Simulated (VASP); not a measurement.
# Al (Fm-3m) in VASP: single point with r2SCAN

Aim: the single point of Al with r2SCAN.

All numbers are computed with VASP 6.6.1; they aren't measurements. Logs are shortened: lines on timing, memory, paths and dates and some standing lists are left out, and cuts for length are marked.

### 1 The cell of the first run

It takes space group Fm-3m (No. 225, cubic). Conventional cell: a = 3.991 Å, b = 3.991 Å, c = 3.991 Å, α = 90.00°, β = 90.00°, γ = 90.00°. Within 3.7 Å of Al (site symmetry m-3m) lie 12 Al at 2.82 Å.

### 2 Single point, r2SCAN

Contents of POSCAR:

```
Al
1.0
    0.0000000000      1.9953609765      1.9953609765
    1.9953609765      0.0000000000      1.9953609765
    1.9953609765      1.9953609765      0.0000000000
Al
1
Direct
    0.0000000000      0.0000000000      0.0000000000
```

Contents of INCAR.step1:

```
SYSTEM = Al
ALGO     = Normal         ! electronic algorithm
EDIFF    = 1E-4           ! SCF threshold, eV
ENCUT    = 520            ! plane-wave cutoff, eV
GGA      = PE             ! functional
ISMEAR   = 0              ! smearing method
LASPH    = .True.         ! aspherical terms in the spheres
LCHARG   = .False.        ! write CHGCAR
LREAL    = .False.        ! projectors in reciprocal space
LWAVE    = .True.         ! write WAVECAR
NBANDS   = 8              ! bands
NELM     = 80             ! most SCF steps
PREC     = Accurate       ! precision mode
SIGMA    = 0.1            ! smearing width, eV
```

Contents of INCAR.step2:

```
SYSTEM = Al
ALGO     = Normal         ! electronic algorithm
EDIFF    = 1E-6           ! SCF threshold, eV
ENCUT    = 520            ! plane-wave cutoff, eV
ISIF     = 2              ! what is computed and relaxed
ISMEAR   = 0              ! smearing method
ISTART   = 1            
LASPH    = .True.         ! aspherical terms in the spheres
LCHARG   = .False.        ! write CHGCAR
LMIXTAU  = .True.       
LREAL    = .False.        ! projectors in reciprocal space
LWAVE    = .False.        ! write WAVECAR
METAGGA  = R2SCAN         ! meta-GGA
NBANDS   = 8              ! bands
NELM     = 80             ! most SCF steps
PREC     = Accurate       ! precision mode
SIGMA    = 0.1            ! smearing width, eV
```

Contents of KPOINTS:

```
k-points
0
Gamma
  18 18 18
  0 0 0
```

Potentials or basis: VASP PAW PBE potentials, release 64 (Al).

Run with:

```console
$ cat potpaw_PBE.64/Al/POTCAR > POTCAR
$ cp INCAR.step1 INCAR
$ mpirun -np 1 vasp_std > vasp.out
$ cp INCAR.step2 INCAR
$ mpirun -np 1 vasp_std > vasp.out
```

OUTCAR:

```text
SYSTEM = Al
   EDIFF = 1E-6
   ENCUT = 520
   ISIF = 2
   ISMEAR = 0
   ISTART = 1
   LASPH = .True.
   LREAL = .False.
   METAGGA = R2SCAN
   NELM = 80
   PREC = Accurate

 ion  position               nearest neighbor table
   1  0.000  0.000  0.000-

  LATTYP: Found a face centered cubic cell.
 ALAT       =     3.9907219530

  Lattice vectors:

 A1 = (   0.0000000000,   1.9953609765,   1.9953609765)
 A2 = (   1.9953609765,   0.0000000000,   1.9953609765)
 A3 = (   1.9953609765,   1.9953609765,   0.0000000000)

Analysis of symmetry for initial positions (statically):
=====================================================================
 Subroutine PRICEL returns:
 Original cell was already a primitive cell.

 Routine SETGRP: Setting up the symmetry group for a
 face centered cubic supercell.

 Subroutine GETGRP returns: Found 48 space group operations
 (whereof 48 operations were pure point group operations)
 out of a pool of 48 trial point group operations.

The static configuration has the point symmetry O_h .

Analysis of symmetry for dynamics (positions and initial velocities):
=====================================================================
 Subroutine PRICEL returns:
 Original cell was already a primitive cell.

 Routine SETGRP: Setting up the symmetry group for a
 face centered cubic supercell.

 Subroutine GETGRP returns: Found 48 space group operations
 (whereof 48 operations were pure point group operations)
 out of a pool of 48 trial point group operations.

The dynamic configuration has the point symmetry O_h .

 Subroutine INISYM returns: Found 48 space group operations
 (whereof 48 operations are pure point group operations),
 and found     1 'primitive' translations

----------------------------------------------------------------------------------------

                                     Primitive cell

  volume of cell :      15.8889

  direct lattice vectors                    reciprocal lattice vectors
     0.000000000  1.995360976  1.995360976    -0.250581226  0.250581226  0.250581226
     1.995360976  0.000000000  1.995360976     0.250581226 -0.250581226  0.250581226
     1.995360976  1.995360976  0.000000000     0.250581226  0.250581226 -0.250581226

  length of vectors
     2.821866555  2.821866555  2.821866555     0.434019415  0.434019415  0.434019415

  position of ions in fractional coordinates (direct lattice)
     0.000000000  0.000000000  0.000000000

  ion indices of the primitive-cell ions
   primitive index   ion index
                 1           1

----------------------------------------------------------------------------------------

 KPOINTS: k-points

Automatic generation of k-mesh.
 Grid dimensions read from file:
 generate k-points for:   18   18   18

 Generating k-lattice:

  Cartesian coordinates                     Fractional coordinates (reciprocal lattice)
    -0.013921179  0.013921179  0.013921179     0.055555556  0.000000000  0.000000000
     0.013921179 -0.013921179  0.013921179     0.000000000  0.055555556  0.000000000
     0.013921179  0.013921179 -0.013921179     0.000000000  0.000000000  0.055555556

  Length of vectors
     0.024112190  0.024112190  0.024112190

  Shift w.r.t. Gamma in fractional coordinates (k-lattice)
     0.000000000  0.000000000  0.000000000

 Subroutine IBZKPT returns following result:
 ===========================================

 Found    195 irreducible k-points:

 Following reciprocal coordinates:
            Coordinates               Weight
  0.000000  0.000000  0.000000      1.000000
  0.055556  0.000000  0.000000      8.000000
  0.111111  0.000000  0.000000      8.000000
  0.166667  0.000000  0.000000      8.000000
  0.222222  0.000000  0.000000      8.000000
  0.277778  0.000000  0.000000      8.000000
[... 16 lines left out ...]
 -0.277778  0.055556  0.000000     24.000000
 -0.222222  0.055556  0.000000     24.000000
 [... further k-points ...]
   k-points           NKPTS =    195   k-points in BZ     NKDIM =    195   number of bands    NBANDS=      8
   number of dos      NEDOS =    301   number of ions     NIONS =      1
   total plane-waves  NPLWV =  13824
   dimension x,y,z NGX =    24 NGY =   24 NGZ =   24
   dimension x,y,z NGXF=    48 NGYF=   48 NGZF=   48
   ions per type =               1
   NGX,Y,Z   is equivalent  to a cutoff of  14.14, 14.14, 14.14 a.u.
   NGXF,Y,Z  is equivalent  to a cutoff of  28.28, 28.28, 28.28 a.u.
 SYSTEM =  Al
   PREC   = accura    normal or accurate (medium, high low for compatibility)
   ISTART =      1    job   : 0-new  1-cont  2-samecut
   ICHARG =      0    charge: 1-file 2-atom 10-const
   ISPIN  =      1    spin polarized calculation?
   LNONCOLLINEAR =      F non collinear calculations
   LSORBIT =      F    spin-orbit coupling
   LASPH  =      T    aspherical Exc in radial PAW
   ENCUT  =  520.0 eV  38.22 Ry    6.18 a.u.   5.25  5.25  5.25*2*pi/ulx,y,z
   NELM   =     80;   NELMIN=  2; NELMDL=  0     # of ELM steps
   EDIFF  = 0.1E-05   stopping-criterion for ELM
   LREAL  =      F    real-space projection
   EDIFFG = 0.1E-04   stopping-criterion for IOM
   NSW    =      0    number of steps for IOM
   IBRION =     -1    ionic relax: 0-MD 1-quasi-New 2-CG
   NFREE  =      0    steps in history (QN), initial steepest desc. (CG)
   ISIF   =      2    stress and relaxation
   ISYM   =      2    0-nonsym 1-usesym 2-fastsym
   POTIM  = 0.5000    time-step for ionic-motion
   TEBEG  =    0.0;   TEEND  =   0.0 temperature during run
   PSTRESS=    0.0 pullay stress
   NELECT =       3.0000    total number of electrons
   NUPDOWN=      -1.0000    fix difference up-down
   EMIN   =  10.00;   EMAX   =-10.00  energy-range for DOS
   EFERMI =   0.00;   METHOD = LEGACY
   ISMEAR =     0;   SIGMA  =   0.10  broadening in eV -4-tet -1-fermi 0-gaus
   EFERMI_NEDOS =   21; number of points for ismear=-14 and -15
   IALGO  =     38    algorithm
   IMIX   =      4    mixing-type and parameters
     AMIX     =   0.40;   BMIX     =  1.00
     AMIX_MAG =   1.60;   BMIX_MAG =  1.00
  volume/ion in A,a.u.               =      15.89       107.22
  Fermi-wavevector in a.u.,A,eV,Ry     =   0.939183  1.774799 12.001231  0.882066
  Thomas-Fermi vector in A             =   2.066470
   LORBIT       =      0    0 simple, 1 ext, 2 COOP (PROOUT), +10 PAW based schemes
   METAGGA = R2SCAN    functional components
   LHFCALC =     F    Hartree Fock is set to
   AEXX    =    0.0000 exact exchange contribution
   IVDW    =     0    specifies the selected vdW correction
   LEPSILON=     F    determine dielectric tensor
   LRPA    =     F    only Hartree local field effects (RPA)
 non-spin polarized calculation
 Gauss-broadening in eV      SIGMA  =   0.10
  energy-cutoff  :      520.00
  volume of cell :       15.89
 maximum number of plane-waves:       444
 NGX is ok and might be reduce to    24
   NGX = 11   NGY = 11   NGZ = 11

 number of electron       3.0000000 magnetization

 Free energy of the ion-electron system (eV)
  ---------------------------------------------------
  ext. energy  EPLUGINS =         0.00000000
  ---------------------------------------------------
  free energy    TOTEN  =        -6.73700422 eV

  energy without entropy =       -6.73446816  energy(sigma->0) =       -6.73573619

 E-fermi :   8.4188     XC(G=0): -11.0468

 val. band max:        8.4062079605   @ k =  -0.3333   0.4444   0.1111
 cond. band min:       8.4559736104   @ k =  -0.3333   0.3889   0.0556
 fundamental gap:      0.0497656498
 Fermi energy:         8.4187728668

 k-point     1 :       0.0000    0.0000    0.0000
  band No.  band energies     occupation
      1      -3.6926      2.00000
      2      21.9526      0.00000
      3      21.9526      0.00000
      4      21.9526      0.00000
      5      24.1635      0.00000
      6      24.1635      0.00000
      7      24.1635      0.00000
      8      26.0533      0.00000

 k-point     2 :       0.0556    0.0000    0.0000
  band No.  band energies     occupation
      1      -3.6012      2.00000
      2      20.4221      0.00000
      3      21.6971      0.00000
      4      21.6971      0.00000
      5      24.5653      0.00000
      6      24.5653      0.00000
      7      24.6153      0.00000
      8      27.0651      0.00000

 k-point     3 :       0.1111    0.0000    0.0000
  band No.  band energies     occupation
      1      -3.3274      2.00000
      2      18.0394      0.00000
      3      21.2188      0.00000
      4      21.2188      0.00000
      5      24.5876      0.00000
      6      25.4615      0.00000
      7      25.4615      0.00000
      8      27.7879      0.00000

 k-point     4 :       0.1667    0.0000    0.0000
  band No.  band energies     occupation
      1      -2.8722      2.00000
      2      15.6218      0.00000
      3      20.7743      0.00000
      4      20.7743      0.00000
      5      24.3732      0.00000
      6      26.0924      0.00000
      7      26.0924      0.00000
      8      27.0774      0.00000

 k-point     5 :       0.2222    0.0000    0.0000
  band No.  band energies     occupation
      1      -2.2374      2.00000
      2      13.2819      0.00000
      3      20.4394      0.00000
      4      20.4394      0.00000
      5      24.1644      0.00000
      6      25.0938      0.00000
      7      25.0938      0.00000
      8      28.2327      0.00000

 k-point     6 :       0.2778    0.0000    0.0000
  band No.  band energies     occupation
      1      -1.4256      2.00000
      2      11.0564      0.00000
      3      20.2370      0.00000
      4      20.2370      0.00000
      5      23.9968      0.00000
      6      23.9968      0.00000
      7      24.0376      0.00000
      8      28.3496      0.00000

 k-point     7 :       0.3333    0.0000    0.0000
  band No.  band energies     occupation
      1      -0.4400      2.00000
      2       8.9630      0.00000
      3      20.1754      0.00000
      4      20.1754      0.00000
      5      23.0181      0.00000
      6      23.0181      0.00000
      7      24.0316      0.00000
      8      27.3522      0.00000
[... 133 lines left out ...]
 k-point    20 :      -0.4444    0.0556    0.0000
  band No.  band energies     occupation
      1       2.5729      2.00000
      2       4.7427      2.00000
      3      18.7828      0.00000
      4      20.0574      0.00000
      5      21.6751      0.00000
      6      21.9856      0.00000
      7      25.3178      0.00000
      8      26.4363      0.00000

 k-point    21 :      -0.3889    0.0556    0.0000
  band No.  band energies     occupation
      1       1.2146      2.00000
      2       6.4719      2.00000
      3      18.4981      0.00000
      4      20.6929      0.00000
      5      21.7038      0.00000
      6      22.3266      0.00000
      7      24.9822      0.00000
      8      27.1099      0.00000

 k-point    22 :      -0.3333    0.0556    0.0000
  band No.  band energies     occupation
      1       0.0056      2.00000
      2       8.3682      1.52560
      3      18.3662      0.00000
      4      21.3661      0.00000
      5      21.6845      0.00000
      6      23.1249      0.00000
      7      24.7917      0.00000
      8      27.9162      0.00000

 k-point    23 :      -0.2778    0.0556    0.0000
  band No.  band energies     occupation
      1      -1.0365      2.00000
      2      10.4104      0.00000
      3      18.3883      0.00000
      4      21.4993      0.00000
      5      22.4978      0.00000
      6      24.0432      0.00000
      7      24.7639      0.00000
      8      28.7746      0.00000

 k-point    24 :      -0.2222    0.0556    0.0000
  band No.  band energies     occupation
      1      -1.9061      2.00000
      2      12.5856      0.00000
      3      18.5641      0.00000
      4      21.6406      0.00000
      5      23.5768      0.00000
      6      24.7105      0.00000
      7      25.2349      0.00000
      8      27.5817      0.00000

 [... further k-points ...]

------------------------ aborting loop because EDIFF is reached ----------------------------------------

  FORCE on cell =-STRESS in cart. coord.  units (eV):
  Direction    XX          YY          ZZ          XY          YZ          ZX
  --------------------------------------------------------------------------------------
  -------------------------------------------------------------------------------------
  Total       -0.0231946     -0.0231946     -0.0231946     -0.0000000     -0.0000000      0.0000000
  in kB       -2.3388546     -2.3388546     -2.3388546     -0.0000000     -0.0000000      0.0000000
  external PRESSURE =      -2.3388546 kB  Pullay stress =       0.0000000 kB

 VOLUME and BASIS-vectors are now :
 -----------------------------------------------------------------------------
  energy-cutoff  :      520.00
  volume of cell :       15.89
      direct lattice vectors                 reciprocal lattice vectors
     0.000000000  1.995360976  1.995360976    -0.250581226  0.250581226  0.250581226
     1.995360976  0.000000000  1.995360976     0.250581226 -0.250581226  0.250581226
     1.995360976  1.995360976  0.000000000     0.250581226  0.250581226 -0.250581226

 POSITION                                       TOTAL-FORCE (eV/Angst)
 -----------------------------------------------------------------------------------
      0.00000      0.00000      0.00000         0.000000      0.000000     -0.000000
 -----------------------------------------------------------------------------------
    total drift:                                0.000000     -0.000000     -0.000000

  FREE ENERGIE OF THE ION-ELECTRON SYSTEM (eV)
  ---------------------------------------------------
  free  energy   TOTEN  =        -6.7370042172 eV

  energy  without entropy=       -6.7344681595  energy(sigma->0) =       -6.73573619
```

Run time: 39 s. Hardware: 1 thread of Intel Xeon Platinum 8375C at 2.90GHz (Ice Lake), shared host; peak memory 0.15 GiB.

Results:

```
Free energy : -6.7370 eV
Pressure    : -0.2 GPa
```

Caveat: the PAW data sets were made with another functional, which shifts forces and pressure a little.
